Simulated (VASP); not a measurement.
# HfB (Fm-3m) in VASP: notebook, part 2 of 2

VASP 6.6.1. Earlier steps stand in the parts before.

## Step 3: Vibrations by perturbation theory, PBE

This run uses another cell than the first one, of 13.40 Å³/atom, 0.949 times its volume.

INCAR reads:

```
  PREC = Accurate
  ENCUT = 500
  EDIFF = 1E-8
  ISMEAR = -1
  SIGMA = 0.15
  LREAL = F
  LASPH = T
  NELM = 120
  ALGO = Normal
  ISIF = 2
  LWAVE = F
  LCHARG = F
  GGA = PE
  IBRION = 8
  NSW = 1
  GGA_COMPAT = F
```

KPOINTS reads:

```
regular mesh
0
Gamma
  16 16 16
```

POSCAR reads:

```
HfB
1.0
    0.0000000000      2.3752645417      2.3752645417
    2.3752645417      0.0000000000      2.3752645417
    2.3752645417      2.3752645417      0.0000000000
Hf B
1 1
Direct
    0.5000000000      0.5000000000      0.5000000000
    0.0000000000      0.0000000000      0.0000000000
```

Potentials or basis: VASP PAW PBE potentials, release 64 (Hf_pv, B).

Command:

```bash
$ cat potpaw_PBE.64/Hf_pv/POTCAR potpaw_PBE.64/B/POTCAR > POTCAR
$ mpirun -np 1 vasp_std > vasp.out
```

OUTCAR:

```text
PREC = Accurate
   ENCUT = 500
   EDIFF = 1E-8
   ISMEAR = -1
   LREAL = F
   LASPH = T
   NELM = 120
   ISIF = 2
   GGA = PE
   IBRION = 8
   NSW = 1

 ion  position               nearest neighbor table
   1  0.500  0.500  0.500-   2 2.38   2 2.38   2 2.38   2 2.38   2 2.38   2 2.38
   2  0.000  0.000  0.000-   1 2.38   1 2.38   1 2.38   1 2.38   1 2.38   1 2.38

  LATTYP: Found a face centered cubic cell.
 ALAT       =     4.7505290834

  Lattice vectors:

 A1 = (   0.0000000000,   2.3752645417,   2.3752645417)
[... 566 lines left out ...]
  1X    -9.032646    0.000000    0.000000    9.032646    0.000000    0.000000
  1Y     0.000000   -9.032646    0.000000    0.000000    9.032646    0.000000
  1Z     0.000000    0.000000   -9.032646    0.000000    0.000000    9.032646
  2X     9.033725    0.000000    0.000000   -9.033725    0.000000    0.000000
  2Y     0.000000    9.033725    0.000000    0.000000   -9.033725    0.000000
  2Z     0.000000    0.000000    9.033725    0.000000    0.000000   -9.033725

 Eigenvectors and eigenvalues of the dynamical matrix
 ----------------------------------------------------

   1 f  =   14.716999 THz    92.469630 2PiTHz  490.906236 cm-1    60.864589 meV
             X         Y         Z           dx          dy          dz
      2.375265  2.375265  2.375265     0.000000    0.238964    0.000000
      0.000000  0.000000  0.000000     0.000000   -0.971028    0.000000
[... 21 lines left out ...]
   6 f/i=    0.000204 THz     0.001282 2PiTHz    0.006804 cm-1     0.000844 meV
             X         Y         Z           dx          dy          dz
      2.375265  2.375265  2.375265     0.000000   -0.971028    0.000000
      0.000000  0.000000  0.000000     0.000000   -0.238964    0.000000

--------------------------------------------------------------------------------------------------------

 ELASTIC MODULI CONTR FROM IONIC RELAXATION (kBar)
 Direction    XX          YY          ZZ          XY          YZ          ZX
 --------------------------------------------------------------------------------
 XX           0.0000      0.0000      0.0000      0.0000      0.0000      0.0000
 YY           0.0000      0.0000      0.0000      0.0000      0.0000      0.0000
 ZZ           0.0000      0.0000      0.0000      0.0000      0.0000      0.0000
 XY           0.0000      0.0000      0.0000      0.0000      0.0000      0.0000
 YZ           0.0000      0.0000      0.0000      0.0000      0.0000      0.0000
 ZX           0.0000      0.0000      0.0000      0.0000      0.0000      0.0000
 --------------------------------------------------------------------------------
```

stdout:

```text
POSCAR found type information on POSCAR HfB
 POSCAR found :  2 types and       2 ions
 scaLAPACK will be used
 LDA part: xc-table for (Slater+PW92), standard interpolation
 POSCAR, INCAR and KPOINTS ok, starting setup
 FFT: planning ... GRIDC
 FFT: planning ... GRID_SOFT
 FFT: planning ... GRID
 WAVECAR not read
 entering main loop
 Linear response reoptimize wavefunctions to high precision
 Linear response DOF=           2
 Linear response progress:
 first order change of Fermi-energy   0.77692E-03
 force on displaced ion       1 direction 1 :  -9.033   0.000   0.000
 Linear response progress:
 first order change of Fermi-energy  -0.45851E-03
 force on displaced ion       2 direction 1 :  -9.034   0.000   0.000
 Linear response finished
```

Run time: 2.8 min. Hardware: 1 thread of Intel Xeon Platinum 8488C (Sapphire Rapids), shared host; peak memory 0.32 GiB.

What came out:

```yaml
Highest_phonon_frequency_at_Γ_LO-TO_splitting_left_out: 491 cm⁻¹
```

Phonon frequencies in cm⁻¹ (negative: imaginary):
```
              q point        frequencies
(0.000, 0.000, 0.000)  0 0 0 491 491 491
```

Caveat: the cell wasn't relaxed at this level first, which shifts response properties; spin-orbit coupling is left out, which moves the levels of the heavy elements.

## Step 4: Vibrations by perturbation theory, PBE (phonons at volume x 0.98)

INCAR reads:

```
PREC = Accurate
ENCUT = 500
EDIFF = 1E-8
ISMEAR = -1
SIGMA = 0.15
LREAL = F
LASPH = T
NELM = 120
ALGO = Normal
ISIF = 2
LWAVE = F
LCHARG = T
GGA = PE
IBRION = 8
NSW = 1
GGA_COMPAT = F
```

KPOINTS is that of step 3.

POSCAR reads:

```
HfB
1.0
    0.0000000000      2.4018656692      2.4018656692
    2.4018656692      0.0000000000      2.4018656692
    2.4018656692      2.4018656692      0.0000000000
Hf B
1 1
Direct
    0.5000000000      0.5000000000      0.5000000000
    0.0000000000      0.0000000000      0.0000000000
```

Potentials or basis: VASP PAW PBE potentials, release 64 (Hf_pv, B).

Command:

```bash
$ cat potpaw_PBE.64/Hf_pv/POTCAR potpaw_PBE.64/B/POTCAR > POTCAR
$ mpirun -np 1 vasp_std > vasp.out
```

OUTCAR:

```text
PREC = Accurate
   ENCUT = 500
   EDIFF = 1E-8
   ISMEAR = -1
   LREAL = F
   LASPH = T
   NELM = 120
   ISIF = 2
   GGA = PE
   IBRION = 8
   NSW = 1

 ion  position               nearest neighbor table
   1  0.500  0.500  0.500-   2 2.40   2 2.40   2 2.40   2 2.40   2 2.40   2 2.40
   2  0.000  0.000  0.000-   1 2.40   1 2.40   1 2.40   1 2.40   1 2.40   1 2.40

  LATTYP: Found a face centered cubic cell.
 ALAT       =     4.8037313384

  Lattice vectors:

 A1 = (   0.0000000000,   2.4018656692,   2.4018656692)
 A2 = (   2.4018656692,   0.0000000000,   2.4018656692)
 A3 = (   2.4018656692,   2.4018656692,   0.0000000000)

Analysis of symmetry for initial positions (statically):
=====================================================================
 Subroutine PRICEL returns:
 Original cell was already a primitive cell.

 Routine SETGRP: Setting up the symmetry group for a
 face centered cubic supercell.

 Subroutine GETGRP returns: Found 48 space group operations
[... 540 lines left out ...]
 -----------------------------------------------------------------------------
     0.00502 -0.00000  0.00000
    -0.00000 -0.00552 -0.00000
     0.00000 -0.00000 -0.00552

 INTERNAL STRAIN TENSOR FOR ION    2 for displacements in x,y,z  (eV/Angst):
          X           Y           Z          XY          YZ          ZX
  --------------------------------------------------------------------------------
  x     0.00000     0.00000     0.00000     0.00000     0.00000     0.00000
  y     0.00000     0.00000     0.00000     0.00000     0.00000     0.00000
  z     0.00000     0.00000     0.00000     0.00000     0.00000     0.00000

 SECOND DERIVATIVES (NOT SYMMETRIZED)
 ------------------------------------
               1X          1Y          1Z          2X          2Y          2Z
  1X    -8.177042    0.000000    0.000000    8.177042    0.000000    0.000000
  1Y     0.000000   -8.177042    0.000000    0.000000    8.177042    0.000000
  1Z     0.000000    0.000000   -8.177042    0.000000    0.000000    8.177042
  2X     8.177220    0.000000    0.000000   -8.177220    0.000000    0.000000
  2Y     0.000000    8.177220    0.000000    0.000000   -8.177220    0.000000
  2Z     0.000000    0.000000    8.177220    0.000000    0.000000   -8.177220

 Eigenvectors and eigenvalues of the dynamical matrix
 ----------------------------------------------------

   1 f  =   14.001994 THz    87.977122 2PiTHz  467.056239 cm-1    57.907567 meV
             X         Y         Z           dx          dy          dz
      2.401866  2.401866  2.401866     0.000000    0.238975    0.000000
      0.000000  0.000000  0.000000     0.000000   -0.971026    0.000000
[... 21 lines left out ...]
   6 f/i=    0.000035 THz     0.000223 2PiTHz    0.001182 cm-1     0.000146 meV
             X         Y         Z           dx          dy          dz
      2.401866  2.401866  2.401866     0.000000   -0.971026    0.000000
      0.000000  0.000000  0.000000     0.000000   -0.238975    0.000000

--------------------------------------------------------------------------------------------------------

 ELASTIC MODULI CONTR FROM IONIC RELAXATION (kBar)
 Direction    XX          YY          ZZ          XY          YZ          ZX
 --------------------------------------------------------------------------------
 XX           0.0000      0.0000      0.0000      0.0000      0.0000      0.0000
 YY           0.0000      0.0000      0.0000      0.0000      0.0000      0.0000
 ZZ           0.0000      0.0000      0.0000      0.0000      0.0000      0.0000
 XY           0.0000      0.0000      0.0000      0.0000      0.0000      0.0000
 YZ           0.0000      0.0000      0.0000      0.0000      0.0000      0.0000
 ZX           0.0000      0.0000      0.0000      0.0000      0.0000      0.0000
 --------------------------------------------------------------------------------
```

stdout:

```text
POSCAR found type information on POSCAR HfB
 POSCAR found :  2 types and       2 ions
 scaLAPACK will be used
 LDA part: xc-table for (Slater+PW92), standard interpolation
 POSCAR, INCAR and KPOINTS ok, starting setup
 FFT: planning ... GRIDC
 FFT: planning ... GRID_SOFT
 FFT: planning ... GRID
 WAVECAR not read
 entering main loop
 Linear response reoptimize wavefunctions to high precision
 Linear response DOF=           2
 Linear response progress:
 first order change of Fermi-energy   0.77363E-03
 force on displaced ion       1 direction 1 :  -8.177   0.000   0.000
 Linear response progress:
 first order change of Fermi-energy  -0.45198E-03
 force on displaced ion       2 direction 1 :  -8.177   0.000   0.000
 Linear response finished
```

It took 5.2 min on 1 thread of Intel Xeon Platinum 8488C (Sapphire Rapids), shared host; peak memory 0.34 GiB.

What came out:

```
Highest phonon frequency at Γ, LO-TO splitting left out : 467 cm⁻¹
```

Phonon frequencies in cm⁻¹ (negative: imaginary):
| q point | frequencies |
| --- | --- |
| (0.000, 0.000, 0.000) | 0 0 0 467 467 467 |

Caveat: the cell differs from its parent crystal (phonons at volume x 0.98); the cell wasn't relaxed at this level first, which shifts response properties; spin-orbit coupling is left out, which moves the levels of the heavy elements.
